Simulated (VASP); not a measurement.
# SnS2 in VASP: single point with PBEsol

Aim: the single point of SnS2 with PBEsol.

All numbers are computed with VASP 6.6.1; they aren't measurements. Logs are shortened: lines on timing, memory, paths and dates and some standing lists are left out, and cuts for length are marked.

### 1 The cell of the first run

The cell holds a slab with vacuum, 18 atoms: a = 3.651 Å, b = 8.758 Å, c = 26.608 Å, α = 90.00°, β = 90.00°, γ = 90.00°.

### 2 Single point, PBEsol

INCAR

```
SYSTEM = SnS2
PREC = Accurate
ENCUT = 400
EDIFF = 1E-6
ISMEAR = -1
SIGMA = 0.3
LREAL = .False.
LASPH = .True.
NELM = 120
ALGO = Normal
ISIF = 2
LWAVE = .False.
LCHARG = .False.
LDIPOL = .True.
IDIPOL = 3
DIPOL = 0.5 0.5 0.500
GGA = PS
NBANDS = 93
GGA_COMPAT = .False.
NELMDL = -8
```

KPOINTS

```
Automatic mesh
0
Gamma
  7 3 1
  0 0 0
```

POSCAR

```
SnS2
1.0
    3.6513143003      0.0000000000      0.0000000000
    0.0000000000      8.7582410527      0.0000000000
    0.0000000000      0.0000000000     26.6078113952
S Sn
12 6
Direct
    0.0000000000      0.4640236812      0.2818721122
    0.0000000000      0.0573941785      0.3070548954
    0.5000000000      0.7247326111      0.3640867107
    0.5000000000      0.3181031084      0.3892694939
    0.0000000000      0.9854415410      0.4463013092
    0.0000000000      0.5788120383      0.4714840924
    0.5000000000      0.2461504708      0.5285159076
    0.5000000000      0.8395209681      0.5536986908
    0.0000000000      0.5068594007      0.6107305061
    0.0000000000      0.1002298980      0.6359132893
    0.5000000000      0.7675683306      0.6929451046
    0.5000000000      0.3609388279      0.7181278878
    0.5000000000      0.2607089299      0.2944635038
    0.0000000000      0.5214178597      0.3766781023
    0.5000000000      0.7821267896      0.4588927008
    0.0000000000      0.0428357195      0.5411072992
    0.5000000000      0.3035446494      0.6233218977
    0.0000000000      0.5642535792      0.7055364962
```

Potentials or basis: VASP PAW PBE potentials, release 64 (S, Sn_d).

The run is started by

```sh
cat potpaw_PBE.64/S/POTCAR potpaw_PBE.64/Sn_d/POTCAR > POTCAR
mpirun -np 1 vasp_std > vasp.out
```

OUTCAR:

```text
SYSTEM = SnS2
   PREC = Accurate
   ENCUT = 400
   EDIFF = 1E-6
   ISMEAR = -1
   LREAL = .False.
   LASPH = .True.
   NELM = 120
   ISIF = 2
   GGA = PS
   NELMDL = -8

 ion  position               nearest neighbor table
   1  0.000  0.464  0.282-  13 2.57  13 2.57  14 2.57
   2  0.000  0.057  0.307-  13 2.57  13 2.57
   3  0.500  0.725  0.364-  14 2.57  14 2.57  15 2.57
   4  0.500  0.318  0.389-  14 2.57  14 2.57  13 2.57
   5  0.000  0.985  0.446-  16 2.57  15 2.57  15 2.57
   6  0.000  0.579  0.471-  15 2.57  15 2.57  14 2.57
   7  0.500  0.246  0.529-  16 2.57  16 2.57  17 2.57
   8  0.500  0.840  0.554-  15 2.57  16 2.57  16 2.57
   9  0.000  0.507  0.611-  17 2.57  17 2.57  18 2.57
  10  0.000  0.100  0.636-  17 2.57  17 2.57  16 2.57
  11  0.500  0.768  0.693-  18 2.57  18 2.57
  12  0.500  0.361  0.718-  18 2.57  18 2.57  17 2.57
  13  0.500  0.261  0.294-   1 2.57   1 2.57   2 2.57   2 2.57   4 2.57  14 3.65  14 3.65
  14  0.000  0.521  0.377-   4 2.57   4 2.57   3 2.57   3 2.57   1 2.57   6 2.57  13 3.65  13 3.65
                            15 3.65  15 3.65
  15  0.500  0.782  0.459-   8 2.57   6 2.57   6 2.57   5 2.57   5 2.57   3 2.57  16 3.65  16 3.65
                            14 3.65  14 3.65
  16  0.000  0.043  0.541-   5 2.57   7 2.57   7 2.57   8 2.57   8 2.57  10 2.57  15 3.65  15 3.65
                            17 3.65  17 3.65
  17  0.500  0.304  0.623-   9 2.57   9 2.57  10 2.57  10 2.57  12 2.57   7 2.57  18 3.65  18 3.65
                            16 3.65  16 3.65
  18  0.000  0.564  0.706-  12 2.57  12 2.57  11 2.57  11 2.57   9 2.57  17 3.65  17 3.65

  LATTYP: Found a simple orthorhombic cell.
 ALAT       =     3.6513143003
 B/A-ratio  =     2.3986543837
 C/A-ratio  =     7.2871873542

  Lattice vectors:

 A1 = (   3.6513143003,   0.0000000000,   0.0000000000)
 A2 = (   0.0000000000,   8.7582410527,   0.0000000000)
 A3 = (   0.0000000000,   0.0000000000,  26.6078113952)

Analysis of symmetry for initial positions (statically):
=====================================================================
 Subroutine PRICEL returns:
 Original cell was already a primitive cell.

 Routine SETGRP: Setting up the symmetry group for a
 simple orthorhombic supercell.

 Subroutine GETGRP returns: Found  4 space group operations
 (whereof  2 operations were pure point group operations)
 out of a pool of  8 trial point group operations.

The static configuration has the point symmetry C_1h.
 The point group associated with its full space group is C_2h.

Analysis of symmetry for dynamics (positions and initial velocities):
=====================================================================
 Subroutine PRICEL returns:
 Original cell was already a primitive cell.

 Routine SETGRP: Setting up the symmetry group for a
 simple orthorhombic supercell.

 Subroutine GETGRP returns: Found  4 space group operations
 (whereof  2 operations were pure point group operations)
 out of a pool of  8 trial point group operations.

The dynamic configuration has the point symmetry C_1h.
 The point group associated with its full space group is C_2h.

 Subroutine INISYM returns: Found  4 space group operations
 (whereof  2 operations are pure point group operations),
 and found     1 'primitive' translations

----------------------------------------------------------------------------------------

                                     Primitive cell

  volume of cell :     850.8936

  direct lattice vectors                    reciprocal lattice vectors
     3.651314300  0.000000000  0.000000000     0.273873986  0.000000000  0.000000000
     0.000000000  8.758241053  0.000000000     0.000000000  0.114178177  0.000000000
     0.000000000  0.000000000 26.607811395     0.000000000  0.000000000  0.037582948

  length of vectors
     3.651314300  8.758241053 26.607811395     0.273873986  0.114178177  0.037582948

  position of ions in fractional coordinates (direct lattice)
     0.000000000  0.464023681  0.281872112
     0.000000000  0.057394178  0.307054895
     0.500000000  0.724732611  0.364086711
     0.500000000  0.318103108  0.389269494
     0.000000000  0.985441541  0.446301309
     0.000000000  0.578812038  0.471484092
[... 10 lines left out ...]
     0.500000000  0.303544649  0.623321898
     0.000000000  0.564253579  0.705536496

  ion indices of the primitive-cell ions
   primitive index   ion index
                 1           1
                 2           2
                 3           3
                 4           4
                 5           5
                 6           6
[... 10 lines left out ...]
                17          17
                18          18

----------------------------------------------------------------------------------------

 KPOINTS: Automatic mesh

Automatic generation of k-mesh.
 Grid dimensions read from file:
 generate k-points for:    7    3    1

 Generating k-lattice:

  Cartesian coordinates                     Fractional coordinates (reciprocal lattice)
     0.039124855  0.000000000  0.000000000     0.142857143  0.000000000  0.000000000
     0.000000000  0.038059392  0.000000000     0.000000000  0.333333333  0.000000000
     0.000000000  0.000000000  0.037582948     0.000000000  0.000000000  1.000000000

  Length of vectors
     0.039124855  0.038059392  0.037582948

  Shift w.r.t. Gamma in fractional coordinates (k-lattice)
     0.000000000  0.000000000  0.000000000

 Subroutine IBZKPT returns following result:
 ===========================================

 Found      8 irreducible k-points:

 Following reciprocal coordinates:
            Coordinates               Weight
  0.000000  0.000000  0.000000      1.000000
  0.142857  0.000000  0.000000      2.000000
  0.285714  0.000000  0.000000      2.000000
  0.428571  0.000000  0.000000      2.000000
  0.000000  0.333333  0.000000      2.000000
  0.142857  0.333333  0.000000      4.000000
  0.285714  0.333333  0.000000      4.000000
  0.428571  0.333333  0.000000      4.000000
   k-points           NKPTS =      8   k-points in BZ     NKDIM =      8   number of bands    NBANDS=     93
   number of dos      NEDOS =    301   number of ions     NIONS =     18
   total plane-waves  NPLWV = 259200
   dimension x,y,z NGX =    24 NGY =   60 NGZ =  180
   dimension x,y,z NGXF=    48 NGYF=  120 NGZF=  360
   ions per type =              12   6
   NGX,Y,Z   is equivalent  to a cutoff of  10.93, 11.39, 11.25 a.u.
   NGXF,Y,Z  is equivalent  to a cutoff of  21.85, 22.78, 22.49 a.u.
 SYSTEM =  SnS2
   PREC   = accura    normal or accurate (medium, high low for compatibility)
   ISTART =      0    job   : 0-new  1-cont  2-samecut
   ICHARG =      2    charge: 1-file 2-atom 10-const
   ISPIN  =      1    spin polarized calculation?
   LNONCOLLINEAR =      F non collinear calculations
   LSORBIT =      F    spin-orbit coupling
   LASPH  =      T    aspherical Exc in radial PAW
   ENCUT  =  400.0 eV  29.40 Ry    5.42 a.u.   5.95 14.28 43.39*2*pi/ulx,y,z
   NELM   =    120;   NELMIN=  2; NELMDL= -8     # of ELM steps
   EDIFF  = 0.1E-05   stopping-criterion for ELM
   LREAL  =      F    real-space projection
   EDIFFG = 0.1E-04   stopping-criterion for IOM
   NSW    =      0    number of steps for IOM
   IBRION =     -1    ionic relax: 0-MD 1-quasi-New 2-CG
   NFREE  =      0    steps in history (QN), initial steepest desc. (CG)
   ISIF   =      2    stress and relaxation
   ISYM   =      2    0-nonsym 1-usesym 2-fastsym
   POTIM  = 0.5000    time-step for ionic-motion
   TEBEG  =    0.0;   TEEND  =   0.0 temperature during run
   PSTRESS=    0.0 pullay stress
   NELECT =     156.0000    total number of electrons
   NUPDOWN=      -1.0000    fix difference up-down
   EMIN   =  10.00;   EMAX   =-10.00  energy-range for DOS
   EFERMI =   0.00;   METHOD = LEGACY
   ISMEAR =    -1;   SIGMA  =   0.30  broadening in eV -4-tet -1-fermi 0-gaus
   EFERMI_NEDOS =   21; number of points for ismear=-14 and -15
   IALGO  =     38    algorithm
   IMIX   =      4    mixing-type and parameters
     AMIX     =   0.40;   BMIX     =  1.00
     AMIX_MAG =   1.60;   BMIX_MAG =  1.00
  volume/ion in A,a.u.               =      47.27       319.01
  Fermi-wavevector in a.u.,A,eV,Ry     =   0.930018  1.757479 11.768130  0.864933
  Thomas-Fermi vector in A             =   2.056362
   LORBIT       =      0    0 simple, 1 ext, 2 COOP (PROOUT), +10 PAW based schemes
   GGA     = PS    functional components
   LHFCALC =     F    Hartree Fock is set to
   AEXX    =    0.0000 exact exchange contribution
   IVDW    =     0    specifies the selected vdW correction
   LEPSILON=     F    determine dielectric tensor
   LRPA    =     F    only Hartree local field effects (RPA)
 non-spin polarized calculation
  energy-cutoff  :      400.00
  volume of cell :      850.89
 maximum number of plane-waves:     15522
 NGX is ok and might be reduce to    24
   NGX = 11   NGY = 29   NGZ = 87

 number of electron     156.0000075 magnetization

 dipolmoment           0.000000      0.000000      0.000000 electrons x Angstroem

 Free energy of the ion-electron system (eV)
  ---------------------------------------------------
  ext. energy  EPLUGINS =         0.00000000
  ---------------------------------------------------
  free energy    TOTEN  =       -83.91707779 eV

  energy without entropy =      -82.79960642  energy(sigma->0) =      -83.35834210

 E-fermi :  -0.1137     XC(G=0):  -5.2145

 val. band max:       -0.8358886110   @ k =   0.1429   0.0000   0.0000
 cond. band min:       0.2208876778   @ k =   0.4286   0.3333   0.0000
 fundamental gap:      1.0567762888
 Fermi energy:        -0.1137493741

 k-point     1 :       0.0000    0.0000    0.0000
  band No.  band energies     occupation
      1     -21.8624      2.00000
      2     -21.8540      2.00000
      3     -21.8179      2.00000
      4     -21.7853      2.00000
      5     -21.7735      2.00000
      6     -21.7674      2.00000
[... 733 lines left out ...]
     89       4.3251      0.00000
     90       4.5432      0.00000
 [bands above 90 left out]

------------------------ aborting loop because EDIFF is reached ----------------------------------------

 vacuum level on the upper side and lower side of the slab       (xc-potential included)        -0.100        -0.100

  FORCE on cell =-STRESS in cart. coord.  units (eV):
  Direction    XX          YY          ZZ          XY          YZ          ZX
  --------------------------------------------------------------------------------------
  -------------------------------------------------------------------------------------
  Total       -3.4992098     -3.4091719      0.7599276      0.0000000      1.3594217      0.0000000
  in kB       -6.5887844     -6.4192489      1.4308942      0.0000000      2.5597026      0.0000000
  external PRESSURE =      -3.8590464 kB  Pullay stress =       0.0000000 kB

 VOLUME and BASIS-vectors are now :
 -----------------------------------------------------------------------------
  energy-cutoff  :      400.00
  volume of cell :      850.89
      direct lattice vectors                 reciprocal lattice vectors
     3.651314300  0.000000000  0.000000000     0.273873986  0.000000000  0.000000000
     0.000000000  8.758241053  0.000000000     0.000000000  0.114178177  0.000000000
     0.000000000  0.000000000 26.607811395     0.000000000  0.000000000  0.037582948

 POSITION                                       TOTAL-FORCE (eV/Angst)
 -----------------------------------------------------------------------------------
      0.00000      4.06403      7.50000         0.000000      0.173909     -0.587876
      0.00000      0.50267      8.17006         0.000000      0.947915     -0.685116
      1.82566      6.34738      9.68755         0.000000      0.022053     -0.186572
      1.82566      2.78602     10.35761         0.000000      0.177446     -0.199951
      0.00000      8.63073     11.87510         0.000000      0.026930     -0.074057
      0.00000      5.06938     12.54516         0.000000      0.013702      0.040273
[... 10 lines left out ...]
      1.82566      2.65852     16.58523         0.000000      0.104935     -0.328007
      0.00000      4.94187     18.77278         0.000000      1.257497     -1.215335
 -----------------------------------------------------------------------------------
    total drift:                                0.000000      0.000002     -0.000000

  FREE ENERGIE OF THE ION-ELECTRON SYSTEM (eV)
  ---------------------------------------------------
  free  energy   TOTEN  =       -83.9170777911 eV

  energy  without entropy=      -82.7996064179  energy(sigma->0) =      -83.35834210

 vacuum level on the upper side and lower side of the slab         4.944         4.944
```

It took 12 min on 1 thread of Intel Xeon Platinum 8488C (Sapphire Rapids), shared host; peak memory 0.7 GiB.

What came out:

* Free energy: -83.9171 eV
* Largest force: 1.749 eV/Å
* Band gap on the k mesh: 1.06 eV, indirect (least direct gap 1.14 eV)

Forces in eV/Å, atoms in the order of the input:
```
S    0.000  0.174 -0.588
S    0.000  0.948 -0.685
S    0.000  0.022 -0.187
S    0.000  0.177 -0.200
S    0.000  0.027 -0.074
S    0.000  0.014  0.040
S    0.000 -0.014 -0.040
S    0.000 -0.027  0.074
S    0.000 -0.177  0.200
S    0.000 -0.022  0.187
S    0.000 -0.948  0.685
S    0.000 -0.174  0.588
Sn   0.000 -1.257  1.215
Sn   0.000 -0.105  0.328
Sn   0.000  0.015  0.078
Sn   0.000 -0.015 -0.078
Sn   0.000  0.105 -0.328
Sn   0.000  1.257 -1.215
```

Caveat: the PAW data sets were made with another functional, which shifts forces and pressure a little; spin-orbit coupling is left out, which moves the levels of the heavy elements.
